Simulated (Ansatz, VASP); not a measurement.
One calculation of C, two programs

The input INCAR:

```
SYSTEM = C
PREC = Accurate ; ENCUT = 520
EDIFF = 1E-6 ; ISMEAR = 0
SIGMA = 0.1 ; LREAL = .False.
LASPH = .True. ; NELM = 60
ALGO = Normal ; ISIF = 2
LWAVE = .False. ; LCHARG = .False.
LDIPOL = .True. ; IDIPOL = 3
DIPOL = 0.5 0.5 0.335 ; GGA = PE
IVDW = 12 ; NBANDS = 16
```

File KPOINTS:

```
regular mesh
0
Gamma
  15 15 1
  0 0 0
```

POSCAR

```
C
1.0
    2.4656524409      0.0000000000      0.0000000000
   -1.2328262205      2.1353176507      0.0000000000
    0.0000000000      0.0000000000     17.5000663885
C
4
Direct
    0.6666666667      0.3333333333      0.2571437784
    0.3333333333      0.6666666667      0.2571418816
    0.6666666667      0.3333333333      0.4120022306
    1.0000000000      0.0000000000      0.4120003338
```

Input for Ansatz:

```yaml
crystal:
  lattice:
    - [2.4656524409, 0.0, 0.0]
    - [-1.2328262205, 2.1353176507, 0.0]
    - [0.0, 0.0, 17.5000663885]
  atoms:
    - { symbol: C, position: [0.6666666667, 0.3333333333, 0.2571437784] }
    - { symbol: C, position: [0.3333333333, 0.6666666667, 0.2571418816] }
    - { symbol: C, position: [0.6666666667, 0.3333333333, 0.4120022306] }
    - { symbol: C, position: [1.0, 0.0, 0.4120003338] }
basis:
  ecutwfc: 420
kpoints:
  mp_grid: { grid: [15, 15, 1] }
hamiltonian:
  xc: pbe
  pseudopotentials: { kind: paw, azcp: { folder: soft_1 } }
  dispersion: d3bj
scf:
  occupations: { method: gaussian, width: 0.1 }
output:
  forces: true
  eigenvalues: true
efield:
  axis: 3
  dipole_correction: true
  ramp_width: 0.04
```

Alike in both runs: task single point; functional PBE; dispersion D3(BJ); k mesh 15 × 15 × 1; occupations gaussian, width 0.1 eV; no spin polarisation.

|  | VASP | Ansatz |
| --- | --- | --- |
| version | VASP 6.6.1 | Ansatz 0.2.0 |
| potentials or method | VASP PAW PBE potentials, release 64 (C), cutoff 520 eV | scalar-relativistic, plane waves, PAW |
| valence electrons in the cell | 16 | 16 |

VASP gave:

```
gap on the k mesh at the Fermi level (eV) : none
least direct gap on the mesh (eV)         : 0.00
rms of the force components (eV/Å)        : 0.246
```

Which values does Ansatz return?

gap on the k mesh at the Fermi level (eV): none; least direct gap on the mesh (eV): 0.00; rms of the force components (eV/Å): 0.245.

Atom by atom the forces differ by 0.000 eV/Å (rms over components). A gap of «none» marks a metal or a gap that the smearing closes.

A gap of «none» marks a metal or a gap under the smearing width.
